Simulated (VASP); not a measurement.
# BeTe (x) (F-43m) in VASP: single point with PBEsol

Aim: the single point of BeTe (x) with PBEsol.

All numbers are computed with VASP 6.6.1; they aren't measurements. Logs are shortened: lines on timing, memory, paths and dates and some standing lists are left out, and cuts for length are marked.

### Step 1. The cell of the first run

Symmetry: F-43m, No. 216, cubic system. The conventional cell has a = 5.630 Å, b = 5.630 Å, c = 5.630 Å, α = 90.00°, β = 90.00°, γ = 90.00°. Within 3.2 Å of Be (site symmetry -43m) lie 4 Te at 2.44 Å. Te (site symmetry -43m) has 4 Be at 2.44 Å within 3.2 Å.

### Step 2. Single point, PBEsol

File INCAR:

```
SYSTEM = BeTe
ALGO = Normal
EDIFF = 1E-6
ENCUT = 600
GGA = PS
GGA_COMPAT = .False.
ISIF = 2
ISMEAR = 0
LASPH = .True.
LCHARG = .True.
LELF = .True.
LREAL = .False.
LVHAR = .True.
LWAVE = .False.
NBANDS = 11
NELM = 120
PREC = Accurate
SIGMA = 0.01
```

File KPOINTS:

```
k-points
0
Gamma
  8 8 8
  0 0 0
```

File POSCAR:

```
BeTe
1.0
    0.0000000000      2.8150000000      2.8150000000
    2.8150000000      0.0000000000      2.8150000000
    2.8150000000      2.8150000000      0.0000000000
Be Te
1 1
Direct
    0.0000000000      0.0000000000      0.0000000000
    0.2500000000      0.2500000000      0.2500000000
```

Potentials or basis: VASP PAW PBE potentials, release 64 (Be, Te).

Command:

```sh
> cat potpaw_PBE.64/Be/POTCAR potpaw_PBE.64/Te/POTCAR > POTCAR
> mpirun -np 1 vasp_std > vasp.out
```

OUTCAR:

```text
SYSTEM = BeTe
   EDIFF = 1E-6
   ENCUT = 600
   GGA = PS
   ISIF = 2
   ISMEAR = 0
   LASPH = .True.
   LREAL = .False.
   NELM = 120
   PREC = Accurate

 ion  position               nearest neighbor table
   1  0.000  0.000  0.000-   2 2.44   2 2.44   2 2.44   2 2.44
   2  0.250  0.250  0.250-   1 2.44   1 2.44   1 2.44   1 2.44

  LATTYP: Found a face centered cubic cell.
 ALAT       =     5.6300000000

  Lattice vectors:

 A1 = (   0.0000000000,   2.8150000000,   2.8150000000)
 A2 = (   2.8150000000,   0.0000000000,   2.8150000000)
 A3 = (   2.8150000000,   2.8150000000,   0.0000000000)

Analysis of symmetry for initial positions (statically):
=====================================================================
 Subroutine PRICEL returns:
 Original cell was already a primitive cell.

 Routine SETGRP: Setting up the symmetry group for a
 face centered cubic supercell.

 Subroutine GETGRP returns: Found 24 space group operations
 (whereof 24 operations were pure point group operations)
 out of a pool of 48 trial point group operations.

The static configuration has the point symmetry T_d .

Analysis of symmetry for dynamics (positions and initial velocities):
=====================================================================
 Subroutine PRICEL returns:
 Original cell was already a primitive cell.

 Routine SETGRP: Setting up the symmetry group for a
 face centered cubic supercell.

 Subroutine GETGRP returns: Found 24 space group operations
 (whereof 24 operations were pure point group operations)
 out of a pool of 48 trial point group operations.

The dynamic configuration has the point symmetry T_d .

 Subroutine INISYM returns: Found 24 space group operations
 (whereof 24 operations are pure point group operations),
 and found     1 'primitive' translations

----------------------------------------------------------------------------------------

                                     Primitive cell

  volume of cell :      44.6134

  direct lattice vectors                    reciprocal lattice vectors
     0.000000000  2.815000000  2.815000000    -0.177619893  0.177619893  0.177619893
     2.815000000  0.000000000  2.815000000     0.177619893 -0.177619893  0.177619893
     2.815000000  2.815000000  0.000000000     0.177619893  0.177619893 -0.177619893

  length of vectors
     3.981011178  3.981011178  3.981011178     0.307646680  0.307646680  0.307646680

  position of ions in fractional coordinates (direct lattice)
     0.000000000  0.000000000  0.000000000
     0.250000000  0.250000000  0.250000000

  ion indices of the primitive-cell ions
   primitive index   ion index
                 1           1
                 2           2

----------------------------------------------------------------------------------------

 KPOINTS: k-points

Automatic generation of k-mesh.
 Grid dimensions read from file:
 generate k-points for:    8    8    8

 Generating k-lattice:

  Cartesian coordinates                     Fractional coordinates (reciprocal lattice)
    -0.022202487  0.022202487  0.022202487     0.125000000  0.000000000  0.000000000
     0.022202487 -0.022202487  0.022202487     0.000000000  0.125000000  0.000000000
     0.022202487  0.022202487 -0.022202487     0.000000000  0.000000000  0.125000000

  Length of vectors
     0.038455835  0.038455835  0.038455835

  Shift w.r.t. Gamma in fractional coordinates (k-lattice)
     0.000000000  0.000000000  0.000000000

 Subroutine IBZKPT returns following result:
 ===========================================

 Found     29 irreducible k-points:

 Following reciprocal coordinates:
            Coordinates               Weight
  0.000000  0.000000  0.000000      1.000000
  0.125000  0.000000  0.000000      8.000000
  0.250000  0.000000  0.000000      8.000000
  0.375000  0.000000  0.000000      8.000000
  0.500000  0.000000  0.000000      4.000000
  0.125000  0.125000  0.000000      6.000000
[... 16 lines left out ...]
  0.500000  0.250000  0.125000     48.000000
 -0.375000  0.250000  0.125000     24.000000
 [... further k-points ...]
   k-points           NKPTS =     29   k-points in BZ     NKDIM =     29   number of bands    NBANDS=     11
   number of dos      NEDOS =    301   number of ions     NIONS =      2
   total plane-waves  NPLWV =  32768
   dimension x,y,z NGX =    32 NGY =   32 NGZ =   32
   dimension x,y,z NGXF=    64 NGYF=   64 NGZF=   64
   ions per type =               1   1
   NGX,Y,Z   is equivalent  to a cutoff of  13.36, 13.36, 13.36 a.u.
   NGXF,Y,Z  is equivalent  to a cutoff of  26.73, 26.73, 26.73 a.u.
 SYSTEM =  BeTe
   PREC   = accura    normal or accurate (medium, high low for compatibility)
   ISTART =      0    job   : 0-new  1-cont  2-samecut
   ICHARG =      2    charge: 1-file 2-atom 10-const
   ISPIN  =      1    spin polarized calculation?
   LNONCOLLINEAR =      F non collinear calculations
   LSORBIT =      F    spin-orbit coupling
   LASPH  =      T    aspherical Exc in radial PAW
   ENCUT  =  600.0 eV  44.10 Ry    6.64 a.u.   7.95  7.95  7.95*2*pi/ulx,y,z
   NELM   =    120;   NELMIN=  2; NELMDL= -5     # of ELM steps
   EDIFF  = 0.1E-05   stopping-criterion for ELM
   LREAL  =      F    real-space projection
   EDIFFG = 0.1E-04   stopping-criterion for IOM
   NSW    =      0    number of steps for IOM
   IBRION =     -1    ionic relax: 0-MD 1-quasi-New 2-CG
   NFREE  =      0    steps in history (QN), initial steepest desc. (CG)
   ISIF   =      2    stress and relaxation
   ISYM   =      2    0-nonsym 1-usesym 2-fastsym
   POTIM  = 0.5000    time-step for ionic-motion
   TEBEG  =    0.0;   TEEND  =   0.0 temperature during run
   PSTRESS=    0.0 pullay stress
   NELECT =       8.0000    total number of electrons
   NUPDOWN=      -1.0000    fix difference up-down
   EMIN   =  10.00;   EMAX   =-10.00  energy-range for DOS
   EFERMI =   0.00;   METHOD = LEGACY
   ISMEAR =     0;   SIGMA  =   0.01  broadening in eV -4-tet -1-fermi 0-gaus
   EFERMI_NEDOS =   21; number of points for ismear=-14 and -15
   IALGO  =     38    algorithm
   IMIX   =      4    mixing-type and parameters
     AMIX     =   0.40;   BMIX     =  1.00
     AMIX_MAG =   1.60;   BMIX_MAG =  1.00
  volume/ion in A,a.u.               =      22.31       150.53
  Fermi-wavevector in a.u.,A,eV,Ry     =   0.923173  1.744544 11.595543  0.852248
  Thomas-Fermi vector in A             =   2.048781
   LORBIT       =      0    0 simple, 1 ext, 2 COOP (PROOUT), +10 PAW based schemes
   GGA     = PS    functional components
   LHFCALC =     F    Hartree Fock is set to
   AEXX    =    0.0000 exact exchange contribution
   IVDW    =     0    specifies the selected vdW correction
   LEPSILON=     F    determine dielectric tensor
   LRPA    =     F    only Hartree local field effects (RPA)
 non-spin polarized calculation
 Gauss-broadening in eV      SIGMA  =   0.01
  energy-cutoff  :      600.00
  volume of cell :       44.61
 maximum number of plane-waves:      1524
   NGX = 15   NGY = 15   NGZ = 15

 number of electron       8.0000000 magnetization

 Free energy of the ion-electron system (eV)
  ---------------------------------------------------
  ext. energy  EPLUGINS =         0.00000000
  ---------------------------------------------------
  free energy    TOTEN  =        -8.21526922 eV

  energy without entropy =       -8.21526922  energy(sigma->0) =       -8.21526922

 E-fermi :   5.0859     XC(G=0):  -9.2060

 val. band max:        5.0147647745   @ k =   0.0000   0.0000   0.0000
 cond. band min:       6.8656357971   @ k =   0.5000   0.5000   0.0000
 fundamental gap:      1.8508710226
 Fermi energy:         5.0858707839

 k-point     1 :       0.0000    0.0000    0.0000
  band No.  band energies     occupation
      1      -7.3246      2.00000
      2       5.0148      2.00000
      3       5.0148      2.00000
      4       5.0148      2.00000
      5       8.6135      0.00000
      6       8.6135      0.00000
      7       8.6135      0.00000
      8       8.7539      0.00000
      9      13.2059      0.00000
     10      15.2582      0.00000
     11      15.2582      0.00000

 k-point     2 :       0.1250    0.0000    0.0000
  band No.  band energies     occupation
      1      -7.1764      2.00000
      2       3.6842      2.00000
      3       4.7783      2.00000
      4       4.7783      2.00000
      5       8.5131      0.00000
      6       8.9581      0.00000
      7       8.9581      0.00000
      8      10.0818      0.00000
      9      13.6266      0.00000
     10      14.2819      0.00000
     11      14.2819      0.00000

 k-point     3 :       0.2500    0.0000    0.0000
  band No.  band energies     occupation
      1      -6.7671      2.00000
      2       1.6663      2.00000
      3       4.3382      2.00000
      4       4.3382      2.00000
      5       8.2876      0.00000
      6       9.4839      0.00000
      7       9.4839      0.00000
      8      11.9953      0.00000
      9      13.9270      0.00000
     10      14.0014      0.00000
     11      14.0014      0.00000

 k-point     4 :       0.3750    0.0000    0.0000
  band No.  band energies     occupation
      1      -6.2456      2.00000
      2       0.0737      2.00000
      3       4.0004      2.00000
      4       4.0004      2.00000
      5       8.1131      0.00000
      6       9.6063      0.00000
      7       9.6063      0.00000
      8      12.7361      0.00000
      9      14.6928      0.00000
     10      15.0562      0.00000
     11      15.0562      0.00000
[... 239 lines left out ...]
 k-point    22 :       0.3750    0.2500    0.1250
  band No.  band energies     occupation
      1      -6.4287      2.00000
      2       1.4181      2.00000
      3       2.7458      2.00000
      4       3.7801      2.00000
      5       8.5592      0.00000
      6       9.8498      0.00000
      7      10.3254      0.00000
      8      11.2893      0.00000
      9      14.0322      0.00000
     10      15.4721      0.00000
     11      16.1082      0.00000

 k-point    23 :       0.5000    0.2500    0.1250
  band No.  band energies     occupation
      1      -5.9657      2.00000
      2       0.3592      2.00000
      3       2.2062      2.00000
      4       3.3195      2.00000
      5       8.9953      0.00000
      6       9.6594      0.00000
      7      10.8860      0.00000
      8      11.9089      0.00000
      9      14.8157      0.00000
     10      15.2719      0.00000
     11      17.1813      0.00000

 k-point    24 :      -0.3750    0.2500    0.1250
  band No.  band energies     occupation
      1      -5.7319      2.00000
      2      -0.1383      2.00000
      3       2.0971      2.00000
      4       3.0941      2.00000
      5       9.1531      0.00000
      6       9.3554      0.00000
      7      11.6738      0.00000
      8      12.7326      0.00000
      9      13.4324      0.00000
     10      16.5364      0.00000
     11      16.8286      0.00000

 [... further k-points ...]
[... 5 lines left out ...]
  --------------------------------------------------------------------------------------
  -------------------------------------------------------------------------------------
  Total       -0.1515240     -0.1515240     -0.1515240      0.0000000     -0.0000000      0.0000000
  in kB       -5.4416036     -5.4416036     -5.4416036      0.0000000     -0.0000000      0.0000000
  external PRESSURE =      -5.4416036 kB  Pullay stress =       0.0000000 kB

 VOLUME and BASIS-vectors are now :
 -----------------------------------------------------------------------------
  energy-cutoff  :      600.00
  volume of cell :       44.61
      direct lattice vectors                 reciprocal lattice vectors
     0.000000000  2.815000000  2.815000000    -0.177619893  0.177619893  0.177619893
     2.815000000  0.000000000  2.815000000     0.177619893 -0.177619893  0.177619893
     2.815000000  2.815000000  0.000000000     0.177619893  0.177619893 -0.177619893

 POSITION                                       TOTAL-FORCE (eV/Angst)
 -----------------------------------------------------------------------------------
      0.00000      0.00000      0.00000        -0.000000     -0.000000     -0.000000
      1.40750      1.40750      1.40750         0.000000      0.000000      0.000000
 -----------------------------------------------------------------------------------
    total drift:                                0.000000      0.000000      0.000000

  FREE ENERGIE OF THE ION-ELECTRON SYSTEM (eV)
  ---------------------------------------------------
  free  energy   TOTEN  =        -8.2152692205 eV

  energy  without entropy=       -8.2152692205  energy(sigma->0) =       -8.21526922
```

Run time: 7.8 s. Hardware: 1 thread of Intel Xeon Platinum 8488C (Sapphire Rapids), shared host; peak memory 0.18 GiB.

What came out:

```
Free energy            : -8.2153 eV
Pressure               : -0.5 GPa
Band gap on the k mesh : 1.85 eV, indirect (least direct gap 3.60 eV)
```

Caveat: the PAW data sets were made with another functional, which shifts forces and pressure a little; spin-orbit coupling is left out, which moves the levels of the heavy elements. A k mesh can miss the band edges.
